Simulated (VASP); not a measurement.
# Si (Cmcm) in VASP: single point with PBE

Aim: the single point of Si with PBE.

All numbers are computed with VASP 6.6.1; they aren't measurements. Logs are shortened: lines on timing, memory, paths and dates and some standing lists are left out, and cuts for length are marked.

## 1. The cell of the first run

It takes space group Cmcm (No. 63, orthorhombic). The conventional cell has a = 3.829 Å, b = 10.705 Å, c = 12.673 Å, α = 90.00°, β = 90.00°, γ = 90.00°. Within 3.1 Å of Si (site symmetry m) lie 4 Si at 2.34 to 2.38 Å. Within 3.1 Å of Si (site symmetry m) lie 4 Si at 2.35 to 2.38 Å. Si (site symmetry m) has 4 Si at 2.34 to 2.38 Å within 3.1 Å.

## 2. Single point, PBE

The input, INCAR:

```
SYSTEM = Si
ALGO     = Normal         ! electronic algorithm
EDIFF    = 1E-6           ! SCF threshold, eV
ENCUT    = 520            ! plane-wave cutoff, eV
GGA      = PE             ! functional
ISIF     = 2              ! what is computed and relaxed
ISMEAR   = 0              ! smearing method
LASPH    = .TRUE.         ! aspherical terms in the spheres
LCHARG   = .TRUE.         ! write CHGCAR
LELF     = .TRUE.         ! ELF
LREAL    = .FALSE.        ! projectors in reciprocal space
LVHAR    = .TRUE.       
LWAVE    = .FALSE.        ! write WAVECAR
NBANDS   = 36             ! bands
NELECT   = 47.0         
NELM     = 60             ! most SCF steps
PREC     = Accurate       ! precision mode
SIGMA    = 0.05           ! smearing width, eV
```

The input, KPOINTS:

```
k-points
0
G
  10 10 4
  0 0 0
```

The input, POSCAR:

```
Si
1.0
   -3.8288649500      0.0000000000      0.0000000000
    1.9144324750     -5.3526803600      0.0000000000
    0.0000000000      0.0000000000     12.6727301900
Si
12
Direct
    0.7572661800      0.5145323600      0.9451065600
    0.2427338200      0.4854676400      0.0548934400
    0.7572661800      0.5145323600      0.5548934400
    0.2427338200      0.4854676400      0.4451065600
    0.4286850600      0.8573701200      0.1572709100
    0.5713149400      0.1426298800      0.8427290900
    0.4286850600      0.8573701200      0.3427290900
    0.5713149400      0.1426298800      0.6572709100
    0.9712705900      0.9425411800      0.9093701000
    0.0287294100      0.0574588200      0.0906299000
    0.9712705900      0.9425411800      0.5906299000
    0.0287294100      0.0574588200      0.4093701000
```

Potentials or basis: VASP PAW PBE potentials, release 64 (Si).

Run with:

```console
$ cat potpaw_PBE.64/Si/POTCAR > POTCAR
$ mpirun -np 1 vasp_std > vasp.out
```

OUTCAR:

```text
SYSTEM = Si
   EDIFF = 1E-6
   ENCUT = 520
   GGA = PE
   ISIF = 2
   ISMEAR = 0
   LASPH = .TRUE.
   LREAL = .FALSE.
   NELECT = 47.0
   NELM = 60
   PREC = Accurate

 ion  position               nearest neighbor table
   1  0.757  0.515  0.945-   9 2.34   2 2.37   2 2.37   6 2.38
   2  0.243  0.485  0.055-  10 2.34   1 2.37   1 2.37   5 2.38
   3  0.757  0.515  0.555-  11 2.34   4 2.37   4 2.37   8 2.38
   4  0.243  0.485  0.445-  12 2.34   3 2.37   3 2.37   7 2.38
   5  0.429  0.857  0.157-   7 2.35  10 2.35  10 2.35   2 2.38
   6  0.571  0.143  0.843-   8 2.35   9 2.35   9 2.35   1 2.38
   7  0.429  0.857  0.343-   5 2.35  12 2.35  12 2.35   4 2.38
   8  0.571  0.143  0.657-   6 2.35  11 2.35  11 2.35   3 2.38
   9  0.971  0.943  0.909-   1 2.34   6 2.35   6 2.35  10 2.38
  10  0.029  0.057  0.091-   2 2.34   5 2.35   5 2.35   9 2.38
  11  0.971  0.943  0.591-   3 2.34   8 2.35   8 2.35  12 2.38
  12  0.029  0.057  0.409-   4 2.34   7 2.35   7 2.35  11 2.38

  LATTYP: Found a base centered orthorhombic cell.
 ALAT       =     3.8288649500
 B/A-ratio  =     2.7959619521
 C/A-ratio  =     3.3097877192

  Lattice vectors:

 A1 = (  -1.9144324750,   5.3526803600,   0.0000000000)
 A2 = (  -1.9144324750,  -5.3526803600,   0.0000000000)
 A3 = (   0.0000000000,   0.0000000000,  12.6727301900)

Analysis of symmetry for initial positions (statically):
=====================================================================
 Subroutine PRICEL returns:
 Original cell was already a primitive cell.

 Routine SETGRP: Setting up the symmetry group for a
 base centered orthorhombic supercell.

 Subroutine GETGRP returns: Found  8 space group operations
 (whereof  4 operations were pure point group operations)
 out of a pool of  8 trial point group operations.

The static configuration has the point symmetry C_2h.
 The point group associated with its full space group is D_2h.

Analysis of symmetry for dynamics (positions and initial velocities):
=====================================================================
 Subroutine PRICEL returns:
 Original cell was already a primitive cell.

 Routine SETGRP: Setting up the symmetry group for a
 base centered orthorhombic supercell.

 Subroutine GETGRP returns: Found  8 space group operations
 (whereof  4 operations were pure point group operations)
 out of a pool of  8 trial point group operations.

The dynamic configuration has the point symmetry C_2h.
 The point group associated with its full space group is D_2h.

 Subroutine INISYM returns: Found  8 space group operations
 (whereof  4 operations are pure point group operations),
 and found     1 'primitive' translations

----------------------------------------------------------------------------------------

                                     Primitive cell

  volume of cell :     259.7237

  direct lattice vectors                    reciprocal lattice vectors
    -3.828864950  0.000000000  0.000000000    -0.261174007 -0.093411145  0.000000000
     1.914432475 -5.352680360  0.000000000     0.000000000 -0.186822290  0.000000000
     0.000000000  0.000000000 12.672730190     0.000000000  0.000000000  0.078909594

  length of vectors
     3.828864950  5.684737350 12.672730190     0.277376105  0.186822290  0.078909594

  position of ions in fractional coordinates (direct lattice)
     0.757266180  0.514532360  0.945106560
     0.242733820  0.485467640  0.054893440
     0.757266180  0.514532360  0.554893440
     0.242733820  0.485467640  0.445106560
     0.428685060  0.857370120  0.157270910
     0.571314940  0.142629880  0.842729090
     0.428685060  0.857370120  0.342729090
     0.571314940  0.142629880  0.657270910
     0.971270590  0.942541180  0.909370100
     0.028729410  0.057458820  0.090629900
     0.971270590  0.942541180  0.590629900
     0.028729410  0.057458820  0.409370100

  ion indices of the primitive-cell ions
   primitive index   ion index
                 1           1
                 2           2
                 3           3
                 4           4
                 5           5
                 6           6
                 7           7
                 8           8
                 9           9
                10          10
                11          11
                12          12

----------------------------------------------------------------------------------------

 KPOINTS: k-points

Automatic generation of k-mesh.
 Grid dimensions read from file:
 generate k-points for:   10   10    4

 Generating k-lattice:

  Cartesian coordinates                     Fractional coordinates (reciprocal lattice)
    -0.026117401 -0.009341114  0.000000000     0.100000000  0.000000000  0.000000000
     0.000000000 -0.018682229  0.000000000     0.000000000  0.100000000  0.000000000
     0.000000000  0.000000000  0.019727399     0.000000000  0.000000000  0.250000000

  Length of vectors
     0.027737611  0.018682229  0.019727399

  Shift w.r.t. Gamma in fractional coordinates (k-lattice)
     0.000000000  0.000000000  0.000000000

 Subroutine IBZKPT returns following result:
 ===========================================

 Found     93 irreducible k-points:

 Following reciprocal coordinates:
            Coordinates               Weight
  0.000000  0.000000  0.000000      1.000000
  0.100000  0.000000  0.000000      4.000000
  0.200000  0.000000  0.000000      4.000000
  0.300000  0.000000  0.000000      4.000000
  0.400000  0.000000  0.000000      4.000000
  0.500000  0.000000  0.000000      2.000000
[... 16 lines left out ...]
  0.000000  0.300000  0.000000      2.000000
  0.100000  0.300000  0.000000      4.000000
 [... further k-points ...]
   k-points           NKPTS =     93   k-points in BZ     NKDIM =     93   number of bands    NBANDS=     36
   number of dos      NEDOS =    301   number of ions     NIONS =     12
   total plane-waves  NPLWV = 112896
   dimension x,y,z NGX =    28 NGY =   42 NGZ =   96
   dimension x,y,z NGXF=    56 NGYF=   84 NGZF=  192
   ions per type =              12
   NGX,Y,Z   is equivalent  to a cutoff of  12.16, 12.28, 12.59 a.u.
   NGXF,Y,Z  is equivalent  to a cutoff of  24.31, 24.57, 25.19 a.u.
 SYSTEM =  Si
   PREC   = accura    normal or accurate (medium, high low for compatibility)
   ISTART =      0    job   : 0-new  1-cont  2-samecut
   ICHARG =      2    charge: 1-file 2-atom 10-const
   ISPIN  =      1    spin polarized calculation?
   LNONCOLLINEAR =      F non collinear calculations
   LSORBIT =      F    spin-orbit coupling
   LASPH  =      T    aspherical Exc in radial PAW
   ENCUT  =  520.0 eV  38.22 Ry    6.18 a.u.   7.12 10.57 23.56*2*pi/ulx,y,z
   NELM   =     60;   NELMIN=  2; NELMDL= -5     # of ELM steps
   EDIFF  = 0.1E-05   stopping-criterion for ELM
   LREAL  =      F    real-space projection
   EDIFFG = 0.1E-04   stopping-criterion for IOM
   NSW    =      0    number of steps for IOM
   IBRION =     -1    ionic relax: 0-MD 1-quasi-New 2-CG
   NFREE  =      0    steps in history (QN), initial steepest desc. (CG)
   ISIF   =      2    stress and relaxation
   ISYM   =      2    0-nonsym 1-usesym 2-fastsym
   POTIM  = 0.5000    time-step for ionic-motion
   TEBEG  =    0.0;   TEEND  =   0.0 temperature during run
   PSTRESS=    0.0 pullay stress
   NELECT =      47.0000    total number of electrons
   NUPDOWN=      -1.0000    fix difference up-down
   EMIN   =  10.00;   EMAX   =-10.00  energy-range for DOS
   EFERMI =   0.00;   METHOD = LEGACY
   ISMEAR =     0;   SIGMA  =   0.05  broadening in eV -4-tet -1-fermi 0-gaus
   EFERMI_NEDOS =   21; number of points for ismear=-14 and -15
   IALGO  =     38    algorithm
   IMIX   =      4    mixing-type and parameters
     AMIX     =   0.40;   BMIX     =  1.00
     AMIX_MAG =   1.60;   BMIX_MAG =  1.00
  volume/ion in A,a.u.               =      21.64       146.06
  Fermi-wavevector in a.u.,A,eV,Ry     =   0.925984  1.749857 11.666272  0.857447
  Thomas-Fermi vector in A             =   2.051898
   LORBIT       =      0    0 simple, 1 ext, 2 COOP (PROOUT), +10 PAW based schemes
   GGA     = PE    functional components
   LHFCALC =     F    Hartree Fock is set to
   AEXX    =    0.0000 exact exchange contribution
   IVDW    =     0    specifies the selected vdW correction
   LEPSILON=     F    determine dielectric tensor
   LRPA    =     F    only Hartree local field effects (RPA)
 non-spin polarized calculation
 Gauss-broadening in eV      SIGMA  =   0.05
  energy-cutoff  :      520.00
  volume of cell :      259.72
 maximum number of plane-waves:      7022
   NGX = 15   NGY = 21   NGZ = 47

 number of electron      47.0000001 magnetization

 Free energy of the ion-electron system (eV)
  ---------------------------------------------------
  ext. energy  EPLUGINS =         0.00000000
  ---------------------------------------------------
  free energy    TOTEN  =       -68.47681544 eV

  energy without entropy =      -68.47313418  energy(sigma->0) =      -68.47497481

 E-fermi :   4.2456     XC(G=0):  -8.8373

 val. band max:        4.2382190575   @ k =   0.0000   0.3000   0.5000
 cond. band min:       4.2526243394   @ k =   0.0000   0.4000   0.5000
 fundamental gap:      0.0144052819
 Fermi energy:         4.2455923859

 k-point     1 :       0.0000    0.0000    0.0000
  band No.  band energies     occupation
      1      -6.9903      2.00000
      2      -6.6740      2.00000
      3      -5.3906      2.00000
      4      -4.1003      2.00000
      5      -3.6084      2.00000
      6      -2.8459      2.00000
[... 27 lines left out ...]
     34       8.5780      0.00000
     35       8.7924      0.00000
[... 843 lines left out ...]
      5      -4.6295      2.00000
      6      -3.6165      2.00000
[... 27 lines left out ...]
     34       8.4166      0.00000
     35       8.7215      0.00000

 [... further k-points ...]

 [bands above 35 left out]

------------------------ aborting loop because EDIFF is reached ----------------------------------------

  FORCE on cell =-STRESS in cart. coord.  units (eV):
  Direction    XX          YY          ZZ          XY          YZ          ZX
  --------------------------------------------------------------------------------------
  -------------------------------------------------------------------------------------
  Total       -7.8970286     -7.1629849     -5.9308380      0.0000000      0.0000000      0.0000000
  in kB      -48.7150045    -44.1868530    -36.5860141      0.0000000      0.0000000      0.0000000
  external PRESSURE =     -43.1626239 kB  Pullay stress =       0.0000000 kB

 VOLUME and BASIS-vectors are now :
 -----------------------------------------------------------------------------
  energy-cutoff  :      520.00
  volume of cell :      259.72
      direct lattice vectors                 reciprocal lattice vectors
    -3.828864950  0.000000000  0.000000000    -0.261174007 -0.093411145  0.000000000
     1.914432475 -5.352680360  0.000000000     0.000000000 -0.186822290  0.000000000
     0.000000000  0.000000000 12.672730190     0.000000000  0.000000000  0.078909594

 POSITION                                       TOTAL-FORCE (eV/Angst)
 -----------------------------------------------------------------------------------
     -1.91443     -2.75413     11.97708        -0.000000      0.054108     -0.433615
      0.00000     -2.59855      0.69565         0.000000     -0.054108      0.433615
     -1.91443     -2.75413      7.03201        -0.000000      0.054108      0.433615
      0.00000     -2.59855      5.64072         0.000000     -0.054108     -0.433615
      0.00000     -4.58923      1.99305         0.000000      0.168578      0.168946
     -1.91443     -0.76345     10.67968         0.000000     -0.168578     -0.168946
      0.00000     -4.58923      4.34331         0.000000      0.168578     -0.168946
     -1.91443     -0.76345      8.32942         0.000000     -0.168578      0.168946
     -1.91443     -5.04512     11.52420         0.000000      0.112916      0.037531
      0.00000     -0.30756      1.14853         0.000000     -0.112916     -0.037531
     -1.91443     -5.04512      7.48489         0.000000      0.112916     -0.037531
      0.00000     -0.30756      5.18784         0.000000     -0.112916      0.037531
 -----------------------------------------------------------------------------------
    total drift:                               -0.000000      0.000000      0.000000

  FREE ENERGIE OF THE ION-ELECTRON SYSTEM (eV)
  ---------------------------------------------------
  free  energy   TOTEN  =       -68.4768154419 eV

  energy  without entropy=      -68.4731341756  energy(sigma->0) =      -68.47497481
```

Run time: 9.6 min. Hardware: 1 thread of Intel Xeon Platinum 8488C (Sapphire Rapids), shared host; peak memory 0.7 GiB.

What came out:

| Property | Result |
| --- | --- |
| Free energy | -68.4768 eV |
| Largest force | 0.437 eV/Å |

Forces on the atoms (eV/Å):
```
Si   0.000  0.054 -0.434
Si   0.000 -0.054  0.434
Si   0.000  0.054  0.434
Si   0.000 -0.054 -0.434
Si   0.000  0.169  0.169
Si   0.000 -0.169 -0.169
Si   0.000  0.169 -0.169
Si   0.000 -0.169  0.169
Si   0.000  0.113  0.038
Si   0.000 -0.113 -0.038
Si   0.000  0.113 -0.038
Si   0.000 -0.113  0.038
```

Caveat: the cell carries a net charge on a neutralising background, which shifts energy and pressure; the cell is charged against a uniform background, so pressure and absolute levels hang on convention.
